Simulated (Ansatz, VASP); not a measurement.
**As: VASP beside Ansatz**

```
CELL_PARAMETERS angstrom
1.79508 1.03639 5.05426
-1.79508 1.03639 5.05426
0.00000 -2.07278 5.05426
ATOMIC_POSITIONS crystal
As 0.78834 0.78834 0.78834
As 0.21166 0.21166 0.21166
```

Alike in both runs: task single point; functional r2SCAN; k mesh 10 × 10 × 10; occupations fermi-dirac, width 0.1 eV; no spin polarisation.

```csv
,VASP,Ansatz
version,VASP 6.6.1,Ansatz 0.2.0
potentials or method,"VASP PAW PBE potentials, release 64 (As), cutoff 520 eV","plane waves (500 eV) with PAW, scalar-relativistic"
valence electrons in the cell,10,30
```

|  | VASP | Ansatz | Ansatz less VASP |
| --- | --- | --- | --- |
| pressure (GPa) | 0.1 | 0.0 | -0.13 |
| traceless stress, the component that is largest in VASP (GPa) | 0.12 | 0.02 | -0.093 |

VASP's potentials were made for PBE, not for r2SCAN. VASP's potentials hold 10 valence electrons a cell and Ansatz's 30, so a difference there can come from the potentials and not from the codes.
